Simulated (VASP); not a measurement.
# Ga2O3 (C2/m) in VASP: single point with PBEsol

Aim: the single point of Ga2O3 with PBEsol.

Everything below comes from runs of VASP 6.6.1. Logs are shortened: lines on timing, memory, paths and dates and some standing lists are left out, and cuts for length are marked.

**1. The cell of the first run**

Symmetry: C2/m, No. 12, monoclinic system. The conventional cell has a = 12.277 Å, b = 3.047 Å, c = 5.810 Å, α = 90.00°, β = 103.72°, γ = 90.00°. Within 2.4 Å of Ga (site symmetry m) lie 4 O at 1.84 to 1.87 Å. Within 2.6 Å of Ga (site symmetry m) lie 6 O at 1.94 to 2.08 Å. O (site symmetry m) has 3 Ga at 1.84 to 1.95 Å within 2.4 Å. Within 2.5 Å of O (site symmetry m) lie 4 Ga at 1.87 to 2.08 Å. Within 2.4 Å of O (site symmetry m) lie 3 Ga at 1.84 to 1.94 Å.

**2. Single point, PBEsol**

INCAR reads:

```
SYSTEM = Ga2O3
PREC = Accurate
ENCUT = 520
EDIFF = 1E-6
ISMEAR = -1
SIGMA = 0.05
LREAL = Auto
LASPH = .True.
NELM = 60
ALGO = Normal
ISIF = 2
LWAVE = .False.
LCHARG = .False.
GGA = PS
NBANDS = 594
LUSENCCL = .False.
```

KPOINTS reads:

```
regular mesh
0
Gamma
  1 1 1
  0 0 0
```

POSCAR reads:

```
Ga2O3
1.0
   12.2774750000      0.0000000000      0.0008750000
    0.0000000000      9.1417690000      0.0000000000
   -2.7571810000      0.0000000000     11.2891460000
Ga O
48 72
Direct
    0.4095190000      0.1666670000      0.1023590000
    0.4095190000      0.1666670000      0.6023590000
    0.4095190000      0.5000000000      0.1023590000
    0.4095190000      0.5000000000      0.6023590000
    0.4095190000      0.8333330000      0.1023590000
    0.4095190000      0.8333330000      0.6023590000
[... 112 lines left out ...]
    0.9962760000      0.8333330000      0.1279850000
    0.9962760000      0.8333330000      0.6279850000
```

Potentials or basis: VASP PAW PBE potentials, release 64 (Ga_d, O).

Run with:

```console
$ cat potpaw_PBE.64/Ga_d/POTCAR potpaw_PBE.64/O/POTCAR > POTCAR
$ mpirun -np 1 vasp_gam > vasp.out
```

OUTCAR:

```text
SYSTEM = Ga2O3
   PREC = Accurate
   ENCUT = 520
   EDIFF = 1E-6
   ISMEAR = -1
   LREAL = Auto
   LASPH = .True.
   NELM = 60
   ISIF = 2
   GGA = PS

 ion  position               nearest neighbor table
   1  0.410  0.167  0.102-  50 1.84  93 1.84  91 1.84  55 1.87
   2  0.410  0.167  0.602-  49 1.84  94 1.84  92 1.84  56 1.87
   3  0.410  0.500  0.102-  52 1.84  93 1.84  95 1.84  57 1.87
   4  0.410  0.500  0.602-  51 1.84  94 1.84  96 1.84  58 1.87
   5  0.410  0.833  0.102-  54 1.84  95 1.84  91 1.84  59 1.87
   6  0.410  0.833  0.602-  53 1.84  96 1.84  92 1.84  60 1.87
   7  0.159  0.167  0.157- 115 1.94  69 1.95  67 1.95  55 2.02  81 2.08  79 2.08
   8  0.159  0.167  0.657- 116 1.94  70 1.95  68 1.95  56 2.02  82 2.08  80 2.08
   9  0.159  0.500  0.157- 117 1.94  71 1.95  69 1.95  57 2.02  83 2.08  81 2.08
  10  0.159  0.500  0.657- 118 1.94  72 1.95  70 1.95  58 2.02  84 2.08  82 2.08
  11  0.159  0.833  0.157- 119 1.94  71 1.95  67 1.95  59 2.02  83 2.08  79 2.08
  12  0.159  0.833  0.657- 120 1.94  72 1.95  68 1.95  60 2.02  84 2.08  80 2.08
  13  0.090  0.000  0.398-  68 1.84  65 1.84  61 1.84  79 1.87
  14  0.090  0.000  0.898-  67 1.84  66 1.84  62 1.84  80 1.87
  15  0.090  0.333  0.398-  70 1.84  61 1.84  63 1.84  81 1.87
  16  0.090  0.333  0.898-  69 1.84  62 1.84  64 1.84  82 1.87
  17  0.090  0.667  0.398-  72 1.84  65 1.84  63 1.84  83 1.87
  18  0.090  0.667  0.898-  71 1.84  66 1.84  64 1.84  84 1.87
  19  0.910  0.000  0.102-  74 1.84 115 1.84 119 1.84  85 1.87
  20  0.910  0.000  0.602-  73 1.84 116 1.84 120 1.84  86 1.87
  21  0.910  0.333  0.102-  76 1.84 115 1.84 117 1.84  87 1.87
  22  0.910  0.333  0.602-  75 1.84 116 1.84 118 1.84  88 1.87
  23  0.910  0.667  0.102-  78 1.84 119 1.84 117 1.84  89 1.87
  24  0.910  0.667  0.602-  77 1.84 120 1.84 118 1.84  90 1.87
  25  0.659  0.000  0.157-  91 1.94 103 1.95 107 1.95  85 2.02 109 2.08 113 2.08
  26  0.659  0.000  0.657-  92 1.94 104 1.95 108 1.95  86 2.02 110 2.08 114 2.08
  27  0.659  0.333  0.157-  93 1.94 103 1.95 105 1.95  87 2.02 109 2.08 111 2.08
  28  0.659  0.333  0.657-  94 1.94 104 1.95 106 1.95  88 2.02 110 2.08 112 2.08
  29  0.659  0.667  0.157-  95 1.94 107 1.95 105 1.95  89 2.02 113 2.08 111 2.08
  30  0.659  0.667  0.657-  96 1.94 108 1.95 106 1.95  90 2.02 114 2.08 112 2.08
[... 76 lines left out ...]
 107  0.665  0.833  0.055-  42 1.84  29 1.95  25 1.95
 108  0.665  0.833  0.555-  41 1.84  30 1.95  26 1.95
 109  0.673  0.167  0.281-  37 1.87  43 2.02  27 2.08  25 2.08
 110  0.673  0.167  0.781-  38 1.87  44 2.02  28 2.08  26 2.08
 111  0.673  0.500  0.281-  39 1.87  45 2.02  27 2.08  29 2.08
 112  0.673  0.500  0.781-  40 1.87  46 2.02  28 2.08  30 2.08
 113  0.673  0.833  0.281-  41 1.87  47 2.02  29 2.08  25 2.08
 114  0.673  0.833  0.781-  42 1.87  48 2.02  30 2.08  26 2.08
 115  0.996  0.167  0.128-  21 1.84  19 1.84   7 1.94
 116  0.996  0.167  0.628-  22 1.84  20 1.84   8 1.94
 117  0.996  0.500  0.128-  21 1.84  23 1.84   9 1.94
 118  0.996  0.500  0.628-  22 1.84  24 1.84  10 1.94
 119  0.996  0.833  0.128-  23 1.84  19 1.84  11 1.94
 120  0.996  0.833  0.628-  24 1.84  20 1.84  12 1.94

  LATTYP: Found a simple monoclinic cell.
 ALAT       =    11.6209665896
 B/A-ratio  =     0.7866616713
 C/A-ratio  =     1.0564934454
 COS(beta)  =    -0.2371899453

  Lattice vectors:

 A1 = (  -2.7571810000,   0.0000000000,  11.2891460000)
 A2 = (   0.0000000000,  -9.1417690000,   0.0000000000)
 A3 = (  12.2774750000,   0.0000000000,   0.0008750000)

Analysis of symmetry for initial positions (statically):
=====================================================================
 Subroutine PRICEL returns following result:

  LATTYP: Found a base centered monoclinic cell.
 ALAT       =    12.2774750312
 B/A-ratio  =     0.2481986954
 C/A-ratio  =     0.4732637028
 COS(beta)  =    -0.2371899453

  Lattice vectors:

 A1 = (   6.1387375000,  -1.5236220722,   0.0004375000)
 A2 = (   6.1387375000,   1.5236312139,   0.0004375000)
 A3 = (  -1.3785905000,   0.0000000000,   5.6445730000)

  12 primitive cells build up your supercell.

 Routine SETGRP: Setting up the symmetry group for a
 simple monoclinic supercell.

 Subroutine GETGRP returns: Found  4 space group operations
 (whereof  4 operations were pure point group operations)
 out of a pool of  4 trial point group operations.

The static configuration has the point symmetry C_2h.

Analysis of symmetry for dynamics (positions and initial velocities):
=====================================================================
 Subroutine PRICEL returns following result:

  LATTYP: Found a base centered monoclinic cell.
 ALAT       =    12.2774750312
 B/A-ratio  =     0.2481986954
 C/A-ratio  =     0.4732637028
 COS(beta)  =    -0.2371899453

  Lattice vectors:

 A1 = (   6.1387375000,  -1.5236220722,   0.0004375000)
 A2 = (   6.1387375000,   1.5236312139,   0.0004375000)
 A3 = (  -1.3785905000,   0.0000000000,   5.6445730000)

  12 primitive cells build up your supercell.

 Routine SETGRP: Setting up the symmetry group for a
 simple monoclinic supercell.

 Subroutine GETGRP returns: Found  4 space group operations
 (whereof  4 operations were pure point group operations)
 out of a pool of  4 trial point group operations.

The dynamic configuration has the point symmetry C_2h.

 Subroutine INISYM returns: Found  4 space group operations
 (whereof  4 operations are pure point group operations),
 and found    12 'primitive' translations

----------------------------------------------------------------------------------------

                                     Primitive cell

  volume of cell :     105.5908

  direct lattice vectors                    reciprocal lattice vectors
     6.138737500 -1.523622072  0.000437500     0.081448799 -0.328164385  0.019892477
     6.138737500  1.523631214  0.000437500     0.081448310  0.328164385  0.019892358
    -1.378590500  0.000000000  5.644573000    -0.000012626  0.000000000  0.177158236

  length of vectors
     6.324991898  6.324994100  5.810483295     0.338705596  0.338705472  0.177158236

  position of ions in fractional coordinates (direct lattice)
     0.909518729  0.909519271  0.204718000
     0.658767976  0.658770024  0.314450000
     0.090481271  0.090480729  0.795282000
     0.341232024  0.341229976  0.685550000
     0.834741504  0.834742496  0.890470000
     0.826765480  0.826766520  0.437228000
     0.503725511  0.503722489  0.744030000
     0.165258496  0.165257504  0.109530000
     0.173234520  0.173233480  0.562772000
     0.496277489  0.496274511  0.255970000

  ion indices of the primitive-cell ions
   primitive index   ion index
                 1           1
                 2           7
                 3          38
                 4          33
                 5          50
                 6          55
                 7         100
                 8         103
                 9         109
                10          93

----------------------------------------------------------------------------------------

 KPOINTS: regular mesh

Automatic generation of k-mesh.
 Grid dimensions read from file:
 generate k-points for:    1    1    1

 Generating k-lattice:

  Cartesian coordinates                     Fractional coordinates (reciprocal lattice)
     0.081448555 -0.000000000  0.019892418     1.000000000  0.000000000  0.000000000
     0.000000000  0.109388019 -0.000000000     0.000000000  1.000000000  0.000000000
    -0.000006313  0.000000000  0.088579118     0.000000000  0.000000000  1.000000000

  Length of vectors
     0.083842563  0.109388019  0.088579118

  Shift w.r.t. Gamma in fractional coordinates (k-lattice)
     0.000000000  0.000000000  0.000000000

 Subroutine IBZKPT returns following result:
 ===========================================

 Found      1 irreducible k-points:

 Following reciprocal coordinates:
            Coordinates               Weight
  0.000000  0.000000  0.000000      1.000000
   k-points           NKPTS =      1   k-points in BZ     NKDIM =      1   number of bands    NBANDS=    594
   number of dos      NEDOS =    301   number of ions     NIONS =    120
   total plane-waves  NPLWV = 604800
   dimension x,y,z NGX =    96 NGY =   70 NGZ =   90
   dimension x,y,z NGXF=   192 NGYF=  140 NGZF=  180
   ions per type =              48  72
   NGX,Y,Z   is equivalent  to a cutoff of  13.00, 12.73, 12.88 a.u.
   NGXF,Y,Z  is equivalent  to a cutoff of  26.00, 25.46, 25.75 a.u.
 SYSTEM =  Ga2O3
   PREC   = accura    normal or accurate (medium, high low for compatibility)
   ISTART =      0    job   : 0-new  1-cont  2-samecut
   ICHARG =      2    charge: 1-file 2-atom 10-const
   ISPIN  =      1    spin polarized calculation?
   LNONCOLLINEAR =      F non collinear calculations
   LSORBIT =      F    spin-orbit coupling
   LASPH  =      T    aspherical Exc in radial PAW
   ENCUT  =  520.0 eV  38.22 Ry    6.18 a.u.  22.83 17.00 21.61*2*pi/ulx,y,z
   NELM   =     60;   NELMIN=  2; NELMDL= -5     # of ELM steps
   EDIFF  = 0.1E-05   stopping-criterion for ELM
   LREAL  =      T    real-space projection
   EDIFFG = 0.1E-04   stopping-criterion for IOM
   NSW    =      0    number of steps for IOM
[... 5 lines left out ...]
   TEBEG  =    0.0;   TEEND  =   0.0 temperature during run
   PSTRESS=    0.0 pullay stress
   NELECT =    1056.0000    total number of electrons
   NUPDOWN=      -1.0000    fix difference up-down
   EMIN   =  10.00;   EMAX   =-10.00  energy-range for DOS
   EFERMI =   0.00;   METHOD = LEGACY
   ISMEAR =    -1;   SIGMA  =   0.05  broadening in eV -4-tet -1-fermi 0-gaus
   EFERMI_NEDOS =   21; number of points for ismear=-14 and -15
   IALGO  =     38    algorithm
   IMIX   =      4    mixing-type and parameters
     AMIX     =   0.40;   BMIX     =  1.00
     AMIX_MAG =   1.60;   BMIX_MAG =  1.00
  volume/ion in A,a.u.               =      10.56        71.26
  Fermi-wavevector in a.u.,A,eV,Ry     =   1.540613  2.911336 32.293260  2.373488
  Thomas-Fermi vector in A             =   2.646675
   LORBIT       =      0    0 simple, 1 ext, 2 COOP (PROOUT), +10 PAW based schemes
   GGA     = PS    functional components
   LHFCALC =     F    Hartree Fock is set to
   AEXX    =    0.0000 exact exchange contribution
   IVDW    =     0    specifies the selected vdW correction
   LEPSILON=     F    determine dielectric tensor
   LRPA    =     F    only Hartree local field effects (RPA)
 non-spin polarized calculation
  energy-cutoff  :      520.00
  volume of cell :     1267.09
 maximum number of plane-waves:     17050
 NGX is ok and might be reduce to    90
   NGX = 45   NGY = 33   NGZ = 43

 number of electron    1056.0000129 magnetization

 Free energy of the ion-electron system (eV)
  ---------------------------------------------------
  ext. energy  EPLUGINS =         0.00000000
  ---------------------------------------------------
  free energy    TOTEN  =      -764.99828704 eV

  energy without entropy =     -764.99828704  energy(sigma->0) =     -764.99828704

 E-fermi :   4.8171     XC(G=0): -11.8546

 val. band max:        3.6768597807   @ k =   0.0000   0.0000   0.0000
 cond. band min:       5.9011664684   @ k =   0.0000   0.0000   0.0000
 fundamental gap:      2.2243066877
 Fermi energy:         4.8171108186

 k-point     1 :       0.0000    0.0000    0.0000
  band No.  band energies     occupation
      1     -15.1691      2.00000
      2     -14.8879      2.00000
      3     -14.8164      2.00000
      4     -14.7542      2.00000
      5     -14.6444      2.00000
      6     -14.4668      2.00000
[... 532 lines left out ...]
    539       9.3016      0.00000
    540       9.3350      0.00000
 [bands above 540 left out]

------------------------ aborting loop because EDIFF is reached ----------------------------------------

  FORCE on cell =-STRESS in cart. coord.  units (eV):
  Direction    XX          YY          ZZ          XY          YZ          ZX
  --------------------------------------------------------------------------------------
  -------------------------------------------------------------------------------------
  Total       -3.2552601      8.8869258      1.3506218      0.0000000      0.0000000     -1.0328125
  in kB       -4.1161229     11.2370984      1.7077975      0.0000000      0.0000000     -1.3059426
  external PRESSURE =       2.9429243 kB  Pullay stress =       0.0000000 kB

 VOLUME and BASIS-vectors are now :
 -----------------------------------------------------------------------------
  energy-cutoff  :      520.00
  volume of cell :     1267.09
      direct lattice vectors                 reciprocal lattice vectors
    12.277475000  0.000000000  0.000875000     0.081448555 -0.000000000  0.019892418
     0.000000000  9.141769000  0.000000000     0.000000000  0.109388019 -0.000000000
    -2.757181000  0.000000000 11.289146000    -0.000006313  0.000000000  0.088579118

 POSITION                                       TOTAL-FORCE (eV/Angst)
 -----------------------------------------------------------------------------------
      4.74564      1.52363      1.15590        -0.004953     -0.000000     -0.015906
      3.36705      1.52363      6.80048        -0.004953     -0.000000     -0.015906
      4.74564      4.57088      1.15590        -0.004953     -0.000000     -0.015906
      3.36705      4.57088      6.80048        -0.004953     -0.000000     -0.015906
      4.74564      7.61814      1.15590        -0.004953     -0.000000     -0.015906
      3.36705      7.61814      6.80048        -0.004953     -0.000000     -0.015906
[... 112 lines left out ...]
     11.87888      7.61814      1.44571        -0.002275      0.000000     -0.006943
     10.50029      7.61814      7.09029        -0.002275      0.000000     -0.006943
 -----------------------------------------------------------------------------------
    total drift:                               -0.000000      0.000000      0.000000

  FREE ENERGIE OF THE ION-ELECTRON SYSTEM (eV)
  ---------------------------------------------------
  free  energy   TOTEN  =      -764.9982870368 eV

  energy  without entropy=     -764.9982870350  energy(sigma->0) =     -764.99828704
```

Wall time 3.7 min (1 × NVIDIA H100 80GB with 1 thread of AMD EPYC 7R13 (Zen 3), shared host); peak memory 1.9 GiB.

What came out:

```
Free energy            : -764.9983 eV
Pressure               : 0.3 GPa
Largest force          : 0.043 eV/Å
Band gap on the k mesh : 2.22 eV
```

Forces in eV/Å, atoms in the order of the input:
```
Ga  -0.005  0.000 -0.016
Ga  -0.005  0.000 -0.016
Ga  -0.005  0.000 -0.016
Ga  -0.005  0.000 -0.016
Ga  -0.005  0.000 -0.016
Ga  -0.005  0.000 -0.016
Ga  -0.013  0.000 -0.021
Ga  -0.013  0.000 -0.021
Ga  -0.013  0.000 -0.021
Ga  -0.013  0.000 -0.021
Ga  -0.013  0.000 -0.021
Ga  -0.013  0.000 -0.021
Ga   0.005  0.000  0.016
Ga   0.005  0.000  0.016
Ga   0.005  0.000  0.016
Ga   0.005  0.000  0.016
Ga   0.005  0.000  0.016
Ga   0.005  0.000  0.016
Ga  -0.005  0.000 -0.016
Ga  -0.005  0.000 -0.016
Ga  -0.005  0.000 -0.016
Ga  -0.005  0.000 -0.016
Ga  -0.005  0.000 -0.016
Ga  -0.005  0.000 -0.016
Ga  -0.013  0.000 -0.021
Ga  -0.013  0.000 -0.021
Ga  -0.013  0.000 -0.021
Ga  -0.013  0.000 -0.021
Ga  -0.013  0.000 -0.021
Ga  -0.013  0.000 -0.021
Ga   0.013  0.000  0.021
Ga   0.013  0.000  0.021
Ga   0.013  0.000  0.021
Ga   0.013  0.000  0.021
Ga   0.013  0.000  0.021
Ga   0.013  0.000  0.021
Ga   0.005  0.000  0.016
Ga   0.005  0.000  0.016
Ga   0.005  0.000  0.016
Ga   0.005  0.000  0.016
Ga   0.005  0.000  0.016
Ga   0.005  0.000  0.016
Ga   0.013  0.000  0.021
Ga   0.013  0.000  0.021
Ga   0.013  0.000  0.021
Ga   0.013  0.000  0.021
Ga   0.013  0.000  0.021
Ga   0.013  0.000  0.021
O    0.012  0.000  0.041
O    0.012  0.000  0.041
O    0.012  0.000  0.041
O    0.012  0.000  0.041
O    0.012  0.000  0.041
O    0.012  0.000  0.041
O   -0.001  0.000 -0.040
O   -0.001  0.000 -0.040
O   -0.001  0.000 -0.040
O   -0.001  0.000 -0.040
O   -0.001  0.000 -0.040
O   -0.001  0.000 -0.040
O    0.002  0.000  0.007
O    0.002  0.000  0.007
O    0.002  0.000  0.007
O    0.002  0.000  0.007
O    0.002  0.000  0.007
O    0.002  0.000  0.007
O   -0.012  0.000 -0.041
O   -0.012  0.000 -0.041
O   -0.012  0.000 -0.041
O   -0.012  0.000 -0.041
O   -0.012  0.000 -0.041
O   -0.012  0.000 -0.041
O    0.012  0.000  0.041
O    0.012  0.000  0.041
O    0.012  0.000  0.041
O    0.012  0.000  0.041
O    0.012  0.000  0.041
O    0.012  0.000  0.041
O    0.001  0.000  0.040
O    0.001  0.000  0.040
O    0.001  0.000  0.040
O    0.001  0.000  0.040
O    0.001  0.000  0.040
O    0.001  0.000  0.040
O   -0.001  0.000 -0.040
O   -0.001  0.000 -0.040
O   -0.001  0.000 -0.040
O   -0.001  0.000 -0.040
O   -0.001  0.000 -0.040
O   -0.001  0.000 -0.040
O   -0.002  0.000 -0.007
O   -0.002  0.000 -0.007
O   -0.002  0.000 -0.007
O   -0.002  0.000 -0.007
O   -0.002  0.000 -0.007
O   -0.002  0.000 -0.007
O    0.002  0.000  0.007
O    0.002  0.000  0.007
O    0.002  0.000  0.007
O    0.002  0.000  0.007
O    0.002  0.000  0.007
O    0.002  0.000  0.007
O   -0.012  0.000 -0.041
O   -0.012  0.000 -0.041
O   -0.012  0.000 -0.041
O   -0.012  0.000 -0.041
O   -0.012  0.000 -0.041
O   -0.012  0.000 -0.041
O    0.001  0.000  0.040
O    0.001  0.000  0.040
O    0.001  0.000  0.040
O    0.001  0.000  0.040
O    0.001  0.000  0.040
O    0.001  0.000  0.040
O   -0.002  0.000 -0.007
O   -0.002  0.000 -0.007
O   -0.002  0.000 -0.007
O   -0.002  0.000 -0.007
O   -0.002  0.000 -0.007
O   -0.002  0.000 -0.007
```

Caveat: the k points lie up to 0.69 Å⁻¹ apart; the PAW data sets were made with another functional, which shifts forces and pressure a little. PBEsol gaps usually lie below the measured ones, often by a third to a half.
